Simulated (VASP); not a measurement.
# H2Os3 (P6/mmm) in VASP: further runs

H2Os3 is run at these levels: PBE; tasks: relaxation of cell and atoms.

All numbers are computed with VASP 6.6.1; they aren't measurements. Logs are shortened: lines on timing, memory, paths and dates and some standing lists are left out, and cuts for length are marked.

## (1) The cell of the first run

Symmetry: P6/mmm, No. 191, hexagonal system. Conventional cell: a = 3.446 Å, b = 3.446 Å, c = 5.742 Å, α = 90.00°, β = 90.00°, γ = 120.00°. Within 2.6 Å of H (site symmetry -6m2) lie 3 H at 1.99 Å and 3 Os at 1.99 Å. Within 2.6 Å of Os (site symmetry 6/mmm) lie 6 H at 1.99 Å. Os (site symmetry -6m2) has 3 Os at 1.99 Å within 2.6 Å.

The cell was generated, and may not be a known phase.

## (2) Relaxation of cell and atoms, PBE

Contents of INCAR:

```
SYSTEM = H2Os3
PREC = Accurate ; ENCUT = 600
EDIFF = 1E-6 ; ISMEAR = 0
SIGMA = 0.1 ; LREAL = .False.
LASPH = .True. ; NELM = 60
ALGO = Normal ; ISIF = 3
LWAVE = .False. ; LCHARG = .False.
GGA = PE ; IBRION = 2
NSW = 90 ; EDIFFG = -0.04
```

Contents of KPOINTS:

```
regular mesh
0
Gamma
  6 6 4
  0 0 0
```

Contents of POSCAR:

```
H2Os3
1.0
    3.4455757300      0.0000000000      0.0000000000
   -1.7227878700      2.9839561100      0.0000000000
    0.0000000000      0.0000000000      5.7416574700
H Os
2 3
Direct
    0.3333333300      0.6666666700      0.5000000000
    0.6666666700      0.3333333300      0.5000000000
    0.0000000000      0.0000000000      0.5000000000
    0.3333333300      0.6666666700      0.0000000000
    0.6666666700      0.3333333300      0.0000000000
```

Potentials or basis: VASP PAW PBE potentials, release 64 (H, Os).

Launch:

```sh
$ cat potpaw_PBE.64/H/POTCAR potpaw_PBE.64/Os/POTCAR > POTCAR
$ mpirun -np 1 vasp_std > vasp.out
```

OUTCAR:

```text
SYSTEM = H2Os3
   PREC = Accurate
   ENCUT = 600
   EDIFF = 1E-6
   ISMEAR = 0
   LREAL = .False.
   LASPH = .True.
   NELM = 60
   ISIF = 3
   GGA = PE
   IBRION = 2
   NSW = 90
   EDIFFG = -0.04

 ion  position               nearest neighbor table
   1  0.333  0.667  0.500-   3 1.99   3 1.99   3 1.99
   2  0.667  0.333  0.500-   3 1.99   3 1.99   3 1.99
   3  0.000  0.000  0.500-   1 1.99   2 1.99   2 1.99   1 1.99   2 1.99   1 1.99
   4  0.333  0.667  0.000-   5 1.99   5 1.99   5 1.99
   5  0.667  0.333  0.000-   4 1.99   4 1.99   4 1.99

  LATTYP: Found a hexagonal cell.
 ALAT       =     3.4455757300
 C/A-ratio  =     1.6663855100

  Lattice vectors:

 A1 = (   3.4455757300,   0.0000000000,   0.0000000000)
 A2 = (  -1.7227878700,   2.9839561100,   0.0000000000)
 A3 = (   0.0000000000,   0.0000000000,   5.7416574700)

Analysis of symmetry for initial positions (statically):
=====================================================================
 Subroutine PRICEL returns:
 Original cell was already a primitive cell.

 Routine SETGRP: Setting up the symmetry group for a
 hexagonal supercell.

 Subroutine GETGRP returns: Found 24 space group operations
 (whereof 24 operations were pure point group operations)
 out of a pool of 24 trial point group operations.

The static configuration has the point symmetry D_6h.

Analysis of symmetry for dynamics (positions and initial velocities):
=====================================================================
 Subroutine PRICEL returns:
 Original cell was already a primitive cell.

 Routine SETGRP: Setting up the symmetry group for a
 hexagonal supercell.

 Subroutine GETGRP returns: Found 24 space group operations
 (whereof 24 operations were pure point group operations)
 out of a pool of 24 trial point group operations.

The dynamic configuration has the point symmetry D_6h.

 Subroutine INISYM returns: Found 24 space group operations
 (whereof 24 operations are pure point group operations),
 and found     1 'primitive' translations

----------------------------------------------------------------------------------------

                                     Primitive cell

  volume of cell :      59.0325

  direct lattice vectors                    reciprocal lattice vectors
     3.445575730  0.000000000  0.000000000     0.290227259  0.167562787  0.000000000
    -1.722787870  2.983956110  0.000000000     0.000000000  0.335125573  0.000000000
     0.000000000  0.000000000  5.741657470     0.000000000  0.000000000  0.174165736

  length of vectors
     3.445575730  3.445575730  5.741657470     0.335125573  0.335125573  0.174165736

  position of ions in fractional coordinates (direct lattice)
     0.333333330  0.666666670  0.500000000
     0.666666670  0.333333330  0.500000000
     0.000000000  0.000000000  0.500000000
     0.333333330  0.666666670  0.000000000
     0.666666670  0.333333330  0.000000000

  ion indices of the primitive-cell ions
   primitive index   ion index
                 1           1
                 2           2
                 3           3
                 4           4
                 5           5

----------------------------------------------------------------------------------------

 KPOINTS: regular mesh

Automatic generation of k-mesh.
 Grid dimensions read from file:
 generate k-points for:    6    6    4

 Generating k-lattice:

  Cartesian coordinates                     Fractional coordinates (reciprocal lattice)
     0.048371210  0.027927131  0.000000000     0.166666667  0.000000000  0.000000000
     0.000000000  0.055854262  0.000000000     0.000000000  0.166666667  0.000000000
     0.000000000  0.000000000  0.043541434     0.000000000  0.000000000  0.250000000

  Length of vectors
     0.055854262  0.055854262  0.043541434

  Shift w.r.t. Gamma in fractional coordinates (k-lattice)
     0.000000000  0.000000000  0.000000000

 Subroutine IBZKPT returns following result:
 ===========================================

 Found     21 irreducible k-points:

 Following reciprocal coordinates:
            Coordinates               Weight
  0.000000  0.000000  0.000000      1.000000
  0.166667 -0.000000  0.000000      6.000000
  0.333333 -0.000000  0.000000      6.000000
  0.500000 -0.000000  0.000000      3.000000
  0.166667  0.166667  0.000000      6.000000
  0.333333  0.166667  0.000000     12.000000
[... 13 lines left out ...]
  0.333333  0.166667  0.500000     12.000000
  0.333333  0.333333  0.500000      2.000000
   k-points           NKPTS =     21   k-points in BZ     NKDIM =     21   number of bands    NBANDS=     17
   number of dos      NEDOS =    301   number of ions     NIONS =      5
   total plane-waves  NPLWV =  37632
   dimension x,y,z NGX =    28 NGY =   28 NGZ =   48
   dimension x,y,z NGXF=    56 NGYF=   56 NGZF=   96
   ions per type =               2   3
   NGX,Y,Z   is equivalent  to a cutoff of  13.51, 13.51, 13.90 a.u.
   NGXF,Y,Z  is equivalent  to a cutoff of  27.02, 27.02, 27.80 a.u.
 SYSTEM =  H2Os3
   PREC   = accura    normal or accurate (medium, high low for compatibility)
   ISTART =      0    job   : 0-new  1-cont  2-samecut
   ICHARG =      2    charge: 1-file 2-atom 10-const
   ISPIN  =      1    spin polarized calculation?
   LNONCOLLINEAR =      F non collinear calculations
   LSORBIT =      F    spin-orbit coupling
   LASPH  =      T    aspherical Exc in radial PAW
   ENCUT  =  600.0 eV  44.10 Ry    6.64 a.u.   6.88  6.88 11.47*2*pi/ulx,y,z
   NELM   =     60;   NELMIN=  2; NELMDL= -5     # of ELM steps
   EDIFF  = 0.1E-05   stopping-criterion for ELM
   LREAL  =      F    real-space projection
   EDIFFG = -.4E-01   stopping-criterion for IOM
   NSW    =     90    number of steps for IOM
   IBRION =      2    ionic relax: 0-MD 1-quasi-New 2-CG
   NFREE  =      1    steps in history (QN), initial steepest desc. (CG)
   ISIF   =      3    stress and relaxation
   ISYM   =      2    0-nonsym 1-usesym 2-fastsym
   POTIM  = 0.5000    time-step for ionic-motion
   TEBEG  =    0.0;   TEEND  =   0.0 temperature during run
   PSTRESS=    0.0 pullay stress
   NELECT =      26.0000    total number of electrons
   NUPDOWN=      -1.0000    fix difference up-down
   EMIN   =  10.00;   EMAX   =-10.00  energy-range for DOS
   EFERMI =   0.00;   METHOD = LEGACY
   ISMEAR =     0;   SIGMA  =   0.10  broadening in eV -4-tet -1-fermi 0-gaus
   EFERMI_NEDOS =   21; number of points for ismear=-14 and -15
   IALGO  =     38    algorithm
   IMIX   =      4    mixing-type and parameters
     AMIX     =   0.40;   BMIX     =  1.00
     AMIX_MAG =   1.60;   BMIX_MAG =  1.00
  volume/ion in A,a.u.               =      11.81        79.67
  Fermi-wavevector in a.u.,A,eV,Ry     =   1.245572  2.353789 21.108748  1.551449
  Thomas-Fermi vector in A             =   2.379788
   LORBIT       =      0    0 simple, 1 ext, 2 COOP (PROOUT), +10 PAW based schemes
   GGA     = PE    functional components
   LHFCALC =     F    Hartree Fock is set to
   AEXX    =    0.0000 exact exchange contribution
   IVDW    =     0    specifies the selected vdW correction
   LEPSILON=     F    determine dielectric tensor
   LRPA    =     F    only Hartree local field effects (RPA)
 conjugate gradient relaxation of ions
 non-spin polarized calculation
 Gauss-broadening in eV      SIGMA  =   0.10
  energy-cutoff  :      600.00
  volume of cell :       59.03
 maximum number of plane-waves:      1992
 NGX is ok and might be reduce to    28
   NGX = 13   NGY = 13   NGZ = 23

--------------------------------------- Ionic step        1  -------------------------------------------

 number of electron      26.0000000 magnetization

 Free energy of the ion-electron system (eV)
  ---------------------------------------------------
  ext. energy  EPLUGINS =         0.00000000
  ---------------------------------------------------
  free energy    TOTEN  =       -24.97938708 eV

  energy without entropy =      -24.95594624  energy(sigma->0) =      -24.96766666

------------------------ aborting loop because EDIFF is reached ----------------------------------------

  FORCE on cell =-STRESS in cart. coord.  units (eV):
  Direction    XX          YY          ZZ          XY          YZ          ZX
  --------------------------------------------------------------------------------------
  -------------------------------------------------------------------------------------
  Total       44.2473537     44.2473536     -4.9286161     -0.0000001      0.0000000      0.0000000
  in kB     1200.8986957   1200.8986934   -133.7654844     -0.0000020      0.0000000      0.0000000
  external PRESSURE =     756.0106349 kB  Pullay stress =       0.0000000 kB
[... 1367 lines left out ...]
      1       2.2607      2.00000
      2       5.2180      2.00000
      3       5.2180      2.00000
      4       5.6522      2.00000
      5       5.6522      2.00000
      6       6.0031      2.00000
[... 9 lines left out ...]
     16      15.3066      0.00000
     17      21.4177      0.00000

[... ionic steps 4 to 19 ...]

--------------------------------------- Ionic step       20  -------------------------------------------

 number of electron      26.0000001 magnetization

------------------------ aborting loop because EDIFF is reached ----------------------------------------

  FORCE on cell =-STRESS in cart. coord.  units (eV):
  Direction    XX          YY          ZZ          XY          YZ          ZX
  --------------------------------------------------------------------------------------
  -------------------------------------------------------------------------------------
  Total       -0.0398196     -0.0398196     -0.2859773      0.0000000      0.0000000      0.0000000
  in kB       -1.1957719     -1.1957719     -8.5878301      0.0000000      0.0000000      0.0000000
  external PRESSURE =      -3.6597913 kB  Pullay stress =       0.0000000 kB
[... 63 lines left out ...]
  energy  without entropy=      -36.1359983645  energy(sigma->0) =      -36.15078222

--------------------------------------- Ionic step       22  -------------------------------------------

 number of electron      26.0000001 magnetization

 Free energy of the ion-electron system (eV)
  ---------------------------------------------------
  ext. energy  EPLUGINS =         0.00000000
  ---------------------------------------------------
  free energy    TOTEN  =       -36.16634119 eV

  energy without entropy =      -36.13644337  energy(sigma->0) =      -36.15139228

 E-fermi :   7.0627     XC(G=0): -12.9864

 val. band max:        7.0564086067   @ k =   0.3333   0.1667   0.0000
 cond. band min:       7.0807644708   @ k =   0.3333   0.1667   0.5000
 fundamental gap:      0.0243558641
 Fermi energy:         7.0626677490

 k-point     1 :       0.0000    0.0000    0.0000
  band No.  band energies     occupation
      1      -4.2420      2.00000
      2      -0.2246      2.00000
      3      -0.0291      2.00000
      4       3.7894      2.00000
      5       3.7894      2.00000
      6       3.9743      2.00000
[... 441 lines left out ...]
  FREE ENERGIE OF THE ION-ELECTRON SYSTEM (eV)
  ---------------------------------------------------
  free  energy   TOTEN  =       -36.1663411926 eV

  energy  without entropy=      -36.1364433749  energy(sigma->0) =      -36.15139228

 reached required accuracy - stopping structural energy minimisation
```

Run time: 7.9 min. Hardware: 1 thread of Intel Xeon 6975P-C (Granite Rapids), shared host; peak memory 0.22 GiB.

What came out:

- Free energy: -36.1663 eV
- Relaxed volume: 10.67 Å³/atom
- Relaxed cell: a = 4.249 Å, b = 4.249 Å, c = 3.412 Å, α = 90.00°, β = 90.00°, γ = 120.00°
- Space group after relaxing (to 0.1 Å): P6/mmm (No. 191)
- Pressure after relaxing: -0.4 GPa
- Band gap on the k mesh: zero (bands 13 and 14 overlap by 1.80 eV)

Final structure:
```yaml
crystal:
  lattice:
    - [4.24922, 0.00000, 0.00000]
    - [-2.12461, 3.67993, 0.00000]
    - [0.00000, 0.00000, 3.41207]
  atoms:
    - { symbol: H, position: [0.33333, 0.66667, 0.50000] }
    - { symbol: H, position: [0.66667, 0.33333, 0.50000] }
    - { symbol: Os, position: [0.00000, 0.00000, 0.50000] }
    - { symbol: Os, position: [0.33333, 0.66667, 0.00000] }
    - { symbol: Os, position: [0.66667, 0.33333, 0.00000] }
```

Levels at points of the mesh, in eV from the Fermi level:
```csv
k point,band 11,band 12,band 13,band 14,band 15,band 16
"(0.00, 0.00, 0.00)",-2.39,-1.70,-1.70,-1.28,1.87,1.87
"(0.50, 0.00, 0.00)",-1.65,0.22,0.52,0.62,0.69,0.87
"(0.00, 0.00, 0.50)",-1.15,-1.15,0.15,0.49,0.74,0.74
"(0.50, 0.00, 0.50)",-1.69,-0.64,-0.17,-0.06,0.85,1.01
```

Caveat: a cell axis changed by over 15 % at a fixed basis, so the end point is rough; spin-orbit coupling is left out, which moves the levels of the heavy elements.

## (3) Relaxation of cell and atoms, PBE

This run uses another cell than the first one, of 10.64 Å³/atom.

Contents of INCAR:

```
SYSTEM = H2Os3
PREC = Accurate
ENCUT = 600
EDIFF = 1E-6
ISMEAR = 0
SIGMA = 0.1
LREAL = .FALSE.
LASPH = .TRUE.
NELM = 80
ALGO = Normal
ISIF = 3
LWAVE = .FALSE.
LCHARG = .FALSE.
GGA = PE
IBRION = 2
NSW = 90
EDIFFG = -0.04
```

Contents of KPOINTS:

```
regular mesh
0
G
  6 6 6
  0 0 0
```

Contents of POSCAR:

```
H2Os3
1.0
    4.2550035563      0.0000000000      0.0000000000
   -2.1275017781      3.6849411729      0.0000000000
    0.0000000000      0.0000000000      3.3934139916
H Os
2 3
Direct
    0.3333333333      0.6666666667      0.5000000000
    0.6666666667      0.3333333333      0.5000000000
    0.0000000000      0.0000000000      0.5000000000
    0.3333333333      0.6666666667      0.0000000000
    0.6666666667      0.3333333333      0.0000000000
```

Potentials or basis: VASP PAW PBE potentials, release 64 (H, Os).

Launch:

```sh
$ cat potpaw_PBE.64/H/POTCAR potpaw_PBE.64/Os/POTCAR > POTCAR
$ mpirun -np 1 vasp_std > vasp.out
```

OUTCAR:

```text
SYSTEM = H2Os3
   PREC = Accurate
   ENCUT = 600
   EDIFF = 1E-6
   ISMEAR = 0
   LREAL = .FALSE.
   LASPH = .TRUE.
   NELM = 80
   ISIF = 3
   GGA = PE
   IBRION = 2
   NSW = 90
   EDIFFG = -0.04

 ion  position               nearest neighbor table
   1  0.333  0.667  0.500-   4 1.70   4 1.70
   2  0.667  0.333  0.500-   5 1.70   5 1.70
   3  0.000  0.000  0.500-   4 2.99   5 2.99   4 2.99   5 2.99   4 2.99   4 2.99   5 2.99   5 2.99
                             5 2.99   5 2.99   4 2.99   4 2.99
[... 740 lines left out ...]
  -------------------------------------------------------------------------------------
  Total        0.1540860      0.1540860      0.1649977      0.0000000     -0.0000000      0.0000000
  in kB        4.6544351      4.6544351      4.9840402      0.0000000     -0.0000000      0.0000000
  external PRESSURE =       4.7643035 kB  Pullay stress =       0.0000000 kB

 VOLUME and BASIS-vectors are now :
 -----------------------------------------------------------------------------
  energy-cutoff  :      600.00
  volume of cell :       53.04
      direct lattice vectors                 reciprocal lattice vectors
     4.255680512  0.000000000  0.000000000     0.234980045  0.135665792  0.000000000
    -2.127840256  3.685527433  0.000000000    -0.000000000  0.271331585  0.000000000
     0.000000000 -0.000000000  3.381724070     0.000000000 -0.000000000  0.295707154

 POSITION                                       TOTAL-FORCE (eV/Angst)
 -----------------------------------------------------------------------------------
     -0.00000      2.45702      1.69086         0.000000      0.000000      0.000000
      2.12784      1.22851      1.69086        -0.000000     -0.000000     -0.000000
      4.25568      0.00000      1.69086         0.000000      0.000000     -0.000000
     -0.00000      2.45702      3.38172         0.000000     -0.000000      0.000000
      2.12784      1.22851      0.00000        -0.000000      0.000000     -0.000000
 -----------------------------------------------------------------------------------
    total drift:                                0.000000      0.000000      0.000000

  FREE ENERGIE OF THE ION-ELECTRON SYSTEM (eV)
  ---------------------------------------------------
  free  energy   TOTEN  =       -36.3124050415 eV

  energy  without entropy=      -36.2934363883  energy(sigma->0) =      -36.30292071

 reached required accuracy - stopping structural energy minimisation
```

CONTCAR:

```text
H2Os3
   1.00000000000000
     4.2556805116153757    0.0000000000000092    0.0000000000000000
    -2.1278402557576719    3.6855274334003143    0.0000000000000000
     0.0000000000000000   -0.0000000000000000    3.3817240697542754
  H               Os
     2     3
Direct
     0.3333333332999970    0.6666666667000030    0.5000000000000000
     0.6666666667000030    0.3333333332999970    0.5000000000000000
     1.0000000000000000    0.0000000000000000    0.5000000000000000
     0.3333333332999970    0.6666666667000030    1.0000000000000000
     0.6666666667000030    0.3333333332999970    0.0000000000000000

  0.00000000E+00  0.00000000E+00  0.00000000E+00
  0.00000000E+00  0.00000000E+00  0.00000000E+00
  0.00000000E+00  0.00000000E+00  0.00000000E+00
  0.00000000E+00  0.00000000E+00  0.00000000E+00
  0.00000000E+00  0.00000000E+00  0.00000000E+00
```

It took 51 s on 1 thread of Intel Xeon 6975P-C (Granite Rapids), shared host; peak memory 0.21 GiB.

What came out:

```
Free energy                           : -36.3124 eV
Relaxed volume                        : 10.61 Å³/atom
Relaxed cell                          : a = 4.256 Å, b = 4.256 Å, c = 3.382 Å, α = 90.00°, β = 90.00°, γ = 120.00°
Space group after relaxing (to 0.1 Å) : P6/mmm (No. 191)
Energy gained by relaxing             : 0.1 meV/atom
Ionic steps                           : 2
Pressure after relaxing               : 0.5 GPa
Band gap on the k mesh                : zero (bands 13 and 14 overlap by 1.89 eV)
```

Step by step:
```
step  energy change (eV)  largest force (eV/Å)  pressure (GPa)  volume (Å³)
   1              0.0000                0.0000           -0.33        53.21
   2             -0.0004                0.0000            0.48        53.04
```

Final structure:
```
CELL_PARAMETERS angstrom
4.25568 0.00000 0.00000
-2.12784 3.68553 0.00000
0.00000 0.00000 3.38172
ATOMIC_POSITIONS crystal
H 0.33333 0.66667 0.50000
H 0.66667 0.33333 0.50000
Os 0.00000 0.00000 0.50000
Os 0.33333 0.66667 0.00000
Os 0.66667 0.33333 0.00000
```

Caveat: spin-orbit coupling is left out, which moves the levels of the heavy elements.

The gap in the log of VASP goes by the Fermi energy; the results here count the filled bands.